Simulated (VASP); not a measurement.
# WSe2 (P6_3/mmc) in VASP: further runs

The runs below take WSe2 through single point, with PBEsol.

All numbers are computed with VASP 6.6.1; they aren't measurements. Logs are shortened: lines on timing, memory, paths and dates and some standing lists are left out, and cuts for length are marked.

### Step 1. The cell of the first run

The structure is hexagonal, space group P6_3/mmc (No. 194). The conventional cell has a = 3.247 Å, b = 3.247 Å, c = 13.620 Å, α = 90.00°, β = 90.00°, γ = 120.00°. Within 3.3 Å of W (site symmetry -6m2) lie 6 Se at 2.53 Å and 6 W at 3.25 Å. Se (site symmetry 3m) has 3 W at 2.53 Å and 6 Se at 3.25 Å within 3.3 Å.

### Step 2. Single point, PBEsol (uniaxial strain along c: +3.0 %)

INCAR reads:

```
  ALGO = Normal
  EDIFF = 1E-6
  ENCUT = 520
  GGA = PS
  ISIF = 2
  ISMEAR = 0
  LASPH = True
  LCHARG = False
  LREAL = False
  LWAVE = False
  NBANDS = 35
  NELM = 80
  PREC = Accurate
  SIGMA = 0.02
```

KPOINTS reads:

```
k-points
0
Gamma
  12 12 2
```

POSCAR reads:

```
WSe2
1.0
    3.2465626507      0.0000000000      0.0000000000
   -1.6232813254      2.8116057305      0.0000000000
    0.0000000000      0.0000000000     13.6203896471
W Se
2 4
Direct
    0.6666666626      0.3333333374      0.7500000000
    0.3333333374      0.6666666626      0.2500000000
    0.3333333293      0.6666666707      0.8742130885
    0.6666666707      0.3333333293      0.3742130885
    0.3333333293      0.6666666707      0.6257869115
    0.6666666707      0.3333333293      0.1257869115
```

Potentials or basis: VASP PAW PBE potentials, release 64 (W_sv, Se).

Started as:

```sh
> cat potpaw_PBE.64/W_sv/POTCAR potpaw_PBE.64/Se/POTCAR > POTCAR
> mpirun -np 1 vasp_std > vasp.out
```

OUTCAR:

```text
EDIFF = 1E-6
   ENCUT = 520
   GGA = PS
   ISIF = 2
   ISMEAR = 0
   LASPH = True
   LREAL = False
   NELM = 80
   PREC = Accurate

 ion  position               nearest neighbor table
   1  0.667  0.333  0.750-   3 2.53   5 2.53   3 2.53   5 2.53   3 2.53   5 2.53
   2  0.333  0.667  0.250-   4 2.53   6 2.53   4 2.53   6 2.53   4 2.53   6 2.53
   3  0.333  0.667  0.874-   1 2.53   1 2.53   1 2.53
   4  0.667  0.333  0.374-   2 2.53   2 2.53   2 2.53
   5  0.333  0.667  0.626-   1 2.53   1 2.53   1 2.53
   6  0.667  0.333  0.126-   2 2.53   2 2.53   2 2.53

  LATTYP: Found a hexagonal cell.
 ALAT       =     3.2465626507
 C/A-ratio  =     4.1953262920

  Lattice vectors:

 A1 = (   3.2465626507,   0.0000000000,   0.0000000000)
 A2 = (  -1.6232813254,   2.8116057305,   0.0000000000)
 A3 = (   0.0000000000,   0.0000000000,  13.6203896471)

Analysis of symmetry for initial positions (statically):
=====================================================================
 Subroutine PRICEL returns:
 Original cell was already a primitive cell.

 Routine SETGRP: Setting up the symmetry group for a
 hexagonal supercell.

 Subroutine GETGRP returns: Found 24 space group operations
 (whereof 12 operations were pure point group operations)
 out of a pool of 24 trial point group operations.

The static configuration has the point symmetry D_3d.
 The point group associated with its full space group is D_6h.

Analysis of symmetry for dynamics (positions and initial velocities):
=====================================================================
 Subroutine PRICEL returns:
 Original cell was already a primitive cell.

 Routine SETGRP: Setting up the symmetry group for a
 hexagonal supercell.

 Subroutine GETGRP returns: Found 24 space group operations
 (whereof 12 operations were pure point group operations)
 out of a pool of 24 trial point group operations.

The dynamic configuration has the point symmetry D_3d.
 The point group associated with its full space group is D_6h.

 Subroutine INISYM returns: Found 24 space group operations
 (whereof 12 operations are pure point group operations),
 and found     1 'primitive' translations

----------------------------------------------------------------------------------------

                                     Primitive cell

  volume of cell :     124.3277

  direct lattice vectors                    reciprocal lattice vectors
     3.246562651  0.000000000  0.000000000     0.308018082  0.177834322  0.000000000
    -1.623281325  2.811605731  0.000000000     0.000000000  0.355668645  0.000000000
     0.000000000  0.000000000 13.620389647     0.000000000  0.000000000  0.073419339

  length of vectors
     3.246562651  3.246562651 13.620389647     0.355668645  0.355668645  0.073419339

  position of ions in fractional coordinates (direct lattice)
     0.666666663  0.333333337  0.750000000
     0.333333337  0.666666663  0.250000000
     0.333333329  0.666666671  0.874213088
     0.666666671  0.333333329  0.374213088
     0.333333329  0.666666671  0.625786912
     0.666666671  0.333333329  0.125786912

  ion indices of the primitive-cell ions
   primitive index   ion index
                 1           1
                 2           2
                 3           3
                 4           4
                 5           5
                 6           6

----------------------------------------------------------------------------------------

 KPOINTS: k-points

Automatic generation of k-mesh.
 Grid dimensions read from file:
 generate k-points for:   12   12    2

 Generating k-lattice:

  Cartesian coordinates                     Fractional coordinates (reciprocal lattice)
     0.025668173  0.014819527  0.000000000     0.083333333  0.000000000  0.000000000
     0.000000000  0.029639054  0.000000000     0.000000000  0.083333333  0.000000000
     0.000000000  0.000000000  0.036709669     0.000000000  0.000000000  0.500000000

  Length of vectors
     0.029639054  0.029639054  0.036709669

  Shift w.r.t. Gamma in fractional coordinates (k-lattice)
     0.000000000  0.000000000  0.000000000

 Subroutine IBZKPT returns following result:
 ===========================================

 Found     38 irreducible k-points:

 Following reciprocal coordinates:
            Coordinates               Weight
  0.000000  0.000000  0.000000      1.000000
  0.083333  0.000000  0.000000      6.000000
  0.166667  0.000000  0.000000      6.000000
  0.250000  0.000000  0.000000      6.000000
  0.333333  0.000000  0.000000      6.000000
  0.416667  0.000000  0.000000      6.000000
[... 16 lines left out ...]
  0.250000  0.000000  0.500000      6.000000
  0.333333  0.000000  0.500000      6.000000
 [... further k-points ...]
   k-points           NKPTS =     38   k-points in BZ     NKDIM =     38   number of bands    NBANDS=     35
   number of dos      NEDOS =    301   number of ions     NIONS =      6
   total plane-waves  NPLWV =  62208
   dimension x,y,z NGX =    24 NGY =   24 NGZ =  108
   dimension x,y,z NGXF=    48 NGYF=   48 NGZF=  216
   ions per type =               2   4
   NGX,Y,Z   is equivalent  to a cutoff of  12.29, 12.29, 13.18 a.u.
   NGXF,Y,Z  is equivalent  to a cutoff of  24.58, 24.58, 26.36 a.u.
 SYSTEM =  unknown system
   PREC   = accura    normal or accurate (medium, high low for compatibility)
   ISTART =      0    job   : 0-new  1-cont  2-samecut
   ICHARG =      2    charge: 1-file 2-atom 10-const
   ISPIN  =      1    spin polarized calculation?
   LNONCOLLINEAR =      F non collinear calculations
   LSORBIT =      F    spin-orbit coupling
   LASPH  =      T    aspherical Exc in radial PAW
   ENCUT  =  520.0 eV  38.22 Ry    6.18 a.u.   6.04  6.04 25.32*2*pi/ulx,y,z
   NELM   =     80;   NELMIN=  2; NELMDL= -5     # of ELM steps
   EDIFF  = 0.1E-05   stopping-criterion for ELM
   LREAL  =      F    real-space projection
   EDIFFG = 0.1E-04   stopping-criterion for IOM
   NSW    =      0    number of steps for IOM
   IBRION =     -1    ionic relax: 0-MD 1-quasi-New 2-CG
   NFREE  =      0    steps in history (QN), initial steepest desc. (CG)
   ISIF   =      2    stress and relaxation
   ISYM   =      2    0-nonsym 1-usesym 2-fastsym
   POTIM  = 0.5000    time-step for ionic-motion
   TEBEG  =    0.0;   TEEND  =   0.0 temperature during run
   PSTRESS=    0.0 pullay stress
   NELECT =      52.0000    total number of electrons
   NUPDOWN=      -1.0000    fix difference up-down
   EMIN   =  10.00;   EMAX   =-10.00  energy-range for DOS
   EFERMI =   0.00;   METHOD = LEGACY
   ISMEAR =     0;   SIGMA  =   0.02  broadening in eV -4-tet -1-fermi 0-gaus
   EFERMI_NEDOS =   21; number of points for ismear=-14 and -15
   IALGO  =     38    algorithm
   IMIX   =      4    mixing-type and parameters
     AMIX     =   0.40;   BMIX     =  1.00
     AMIX_MAG =   1.60;   BMIX_MAG =  1.00
  volume/ion in A,a.u.               =      20.72       139.83
  Fermi-wavevector in a.u.,A,eV,Ry     =   1.224297  2.313585 20.393807  1.498903
  Thomas-Fermi vector in A             =   2.359376
   LORBIT       =      0    0 simple, 1 ext, 2 COOP (PROOUT), +10 PAW based schemes
   GGA     = PS    functional components
   LHFCALC =     F    Hartree Fock is set to
   AEXX    =    0.0000 exact exchange contribution
   IVDW    =     0    specifies the selected vdW correction
   LEPSILON=     F    determine dielectric tensor
   LRPA    =     F    only Hartree local field effects (RPA)
 non-spin polarized calculation
 Gauss-broadening in eV      SIGMA  =   0.02
  energy-cutoff  :      520.00
  volume of cell :      124.33
 maximum number of plane-waves:      3392
   NGX = 13   NGY = 13   NGZ = 51

 number of electron      51.9999999 magnetization

 Free energy of the ion-electron system (eV)
  ---------------------------------------------------
  ext. energy  EPLUGINS =         0.00000000
  ---------------------------------------------------
  free energy    TOTEN  =       -46.53333216 eV

  energy without entropy =      -46.53333216  energy(sigma->0) =      -46.53333216

 E-fermi :   5.9312     XC(G=0): -10.7163

 val. band max:        5.6516201122   @ k =   0.3333   0.3333   0.0000
 cond. band min:       6.7938186974   @ k =   0.1667   0.1667   0.0000
 fundamental gap:      1.1421985851
 Fermi energy:         5.9312017022

 k-point     1 :       0.0000    0.0000    0.0000
  band No.  band energies     occupation
      1     -68.3607      2.00000
      2     -68.3607      2.00000
      3     -32.6406      2.00000
      4     -32.6406      2.00000
      5     -32.4620      2.00000
      6     -32.4620      2.00000
[... 27 lines left out ...]
     34       8.8934      0.00000
     35      10.4103      0.00000

 k-point     2 :       0.0833    0.0000    0.0000
  band No.  band energies     occupation
      1     -68.3599      2.00000
      2     -68.3598      2.00000
      3     -32.6371      2.00000
      4     -32.6371      2.00000
      5     -32.4803      2.00000
      6     -32.4803      2.00000
[... 27 lines left out ...]
     34       8.8976      0.00000
     35      11.0387      0.00000

 k-point     3 :       0.1667    0.0000    0.0000
  band No.  band energies     occupation
      1     -68.3575      2.00000
      2     -68.3575      2.00000
      3     -32.6275      2.00000
      4     -32.6275      2.00000
      5     -32.5301      2.00000
      6     -32.5301      2.00000
[... 27 lines left out ...]
     34       9.3333      0.00000
     35      11.8437      0.00000
[... 723 lines left out ...]
 k-point    23 :       0.2500    0.0000    0.5000
  band No.  band energies     occupation
      1     -68.3544      2.00000
      2     -68.3544      2.00000
      3     -32.6145      2.00000
      4     -32.6145      2.00000
      5     -32.5973      2.00000
      6     -32.5973      2.00000
[... 27 lines left out ...]
     34       9.6625      0.00000
     35      12.2020      0.00000

 k-point    24 :       0.3333    0.0000    0.5000
  band No.  band energies     occupation
      1     -68.3513      2.00000
      2     -68.3513      2.00000
      3     -32.6638      2.00000
      4     -32.6638      2.00000
      5     -32.6014      2.00000
      6     -32.6014      2.00000
[... 27 lines left out ...]
     34       9.9129      0.00000
     35      11.5367      0.00000

 [... further k-points ...]

------------------------ aborting loop because EDIFF is reached ----------------------------------------

  FORCE on cell =-STRESS in cart. coord.  units (eV):
  Direction    XX          YY          ZZ          XY          YZ          ZX
  --------------------------------------------------------------------------------------
  -------------------------------------------------------------------------------------
  Total        1.2135588      1.2135588     -0.8396144     -0.0000000      0.0000000      0.0000000
  in kB       15.6388086     15.6388086    -10.8198875     -0.0000000      0.0000000      0.0000000
  external PRESSURE =       6.8192432 kB  Pullay stress =       0.0000000 kB

 VOLUME and BASIS-vectors are now :
 -----------------------------------------------------------------------------
  energy-cutoff  :      520.00
  volume of cell :      124.33
      direct lattice vectors                 reciprocal lattice vectors
     3.246562651  0.000000000  0.000000000     0.308018082  0.177834322  0.000000000
    -1.623281325  2.811605731  0.000000000     0.000000000  0.355668645  0.000000000
     0.000000000  0.000000000 13.620389647     0.000000000  0.000000000  0.073419339

 POSITION                                       TOTAL-FORCE (eV/Angst)
 -----------------------------------------------------------------------------------
      1.62328      0.93720     10.21529         0.000000     -0.000000      0.000000
      0.00000      1.87440      3.40510        -0.000000      0.000000      0.000000
     -0.00000      1.87440     11.90712         0.000000      0.000000     -0.067968
      1.62328      0.93720      5.09693        -0.000000      0.000000     -0.067968
     -0.00000      1.87440      8.52346         0.000000     -0.000000      0.067968
      1.62328      0.93720      1.71327        -0.000000     -0.000000      0.067968
 -----------------------------------------------------------------------------------
    total drift:                               -0.000011      0.000007     -0.000000

  FREE ENERGIE OF THE ION-ELECTRON SYSTEM (eV)
  ---------------------------------------------------
  free  energy   TOTEN  =       -46.5333321599 eV

  energy  without entropy=      -46.5333321599  energy(sigma->0) =      -46.53333216
```

It took 2.8 min on 1 thread of Intel Xeon 6975P-C, shared host; peak memory 0.32 GiB.

What came out:

```yaml
Free_energy: -46.5333 eV
Pressure: 0.7 GPa
Largest_force: 0.068 eV/Å
Band_gap_on_the_k_mesh: 1.14 eV, indirect (least direct gap 1.73 eV)
```

Forces in eV/Å, atoms in the order of the input:
```
W    0.000  0.000  0.000
W    0.000  0.000  0.000
Se   0.000  0.000 -0.068
Se   0.000  0.000 -0.068
Se   0.000  0.000  0.068
Se   0.000  0.000  0.068
```

Levels at points of the mesh, in eV from the valence-band top:
| k point | band 23 | band 24 | band 25 | band 26 | band 27 | band 28 | band 29 | band 30 |
| --- | --- | --- | --- | --- | --- | --- | --- | --- |
| (0.00, 0.00, 0.00) | -1.14 | -1.14 | -1.05 | -0.05 | 3.02 | 3.02 | 3.05 | 3.05 |
| (0.50, 0.00, 0.00) | -1.19 | -1.13 | -0.92 | -0.77 | 2.54 | 2.56 | 2.59 | 2.95 |
| (0.00, 0.00, 0.50) | -1.16 | -1.16 | -0.31 | -0.31 | 3.02 | 3.02 | 3.02 | 3.02 |
| (0.50, 0.00, 0.50) | -1.15 | -1.15 | -0.85 | -0.85 | 2.55 | 2.55 | 2.79 | 2.79 |

Caveat: the cell differs from its parent crystal (uniaxial strain along c: +3.0 %); the PAW data sets were made with another functional, which shifts forces and pressure a little; spin-orbit coupling is left out, which moves the levels of the heavy elements; this functional lacks dispersion, which binds the layers, so the pressure and a relaxed spacing across them are unreliable. A k mesh can miss the band edges.

(Part 1 of 2 ends here.)
